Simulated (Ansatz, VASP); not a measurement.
**One calculation of AlCo, two programs**

The input INCAR:

```
SYSTEM = AlCo
ALGO = Fast
EDIFF = 1E-6
ENCUT = 520
GGA = PS
ISIF = 2
ISMEAR = 0
LASPH = .TRUE.
LCHARG = .TRUE.
LELF = .TRUE.
LREAL = .FALSE.
LVHAR = .TRUE.
LWAVE = .FALSE.
NBANDS = 13
NELM = 60
PREC = Accurate
SIGMA = 0.15
```

KPOINTS

```
k-points
0
G
  16 16 16
  0 0 0
```

File POSCAR:

```
AlCo
1.0
    3.0449554668      0.0000000000      0.0000000000
    0.0000000000      3.0449554668      0.0000000000
    0.0000000000      0.0000000000      3.0449554668
Al Co
1 1
Direct
    0.0000000000      0.0000000000      0.0000000000
    0.5000000000      0.5000000000      0.5000000000
```

Input for Ansatz:

```yaml
crystal:
  lattice:
    - [3.0449554668, 0.0, 0.0]
    - [0.0, 3.0449554668, 0.0]
    - [0.0, 0.0, 3.0449554668]
  atoms:
    - { symbol: Al, position: [0.0, 0.0, 0.0] }
    - { symbol: Co, position: [0.5, 0.5, 0.5] }
basis:
  ecutwfc: 420
kpoints:
  mp_grid: { grid: [16, 16, 16] }
hamiltonian:
  xc: pbesol
scf:
  occupations: { method: gaussian, width: 0.15 }
output:
  forces: true
  stress: true
  eigenvalues: true
```

Change from the starting cell: strain +0.080 along x and y, +0.080 along z, atoms carried along.

Alike in both runs: task single point; functional PBEsol; k mesh 16 × 16 × 16; occupations gaussian, width 0.15 eV; no spin polarisation.

|  | VASP | Ansatz |
| --- | --- | --- |
| version | VASP 6.6.1 | Ansatz 0.2.0 |
| potentials or method | VASP PAW PBE potentials, release 64 (Al, Co), cutoff 520 eV | scalar-relativistic, plane waves, PAW |
| valence electrons in the cell | 12 | 20 |

```csv
,VASP,Ansatz,Ansatz less VASP
gap on the k mesh at the Fermi level (eV),none,none,-
pressure (GPa),-27.0,-27.0,+0.02
```

VASP's potentials were made for PBE, not for PBEsol. A gap of «none» marks a metal or a gap that the smearing closes. With one functional, cell and mesh, what is left measures potentials, basis and numerics. VASP's potentials hold 12 valence electrons a cell and Ansatz's 20, so a difference there can come from the potentials and not from the codes.
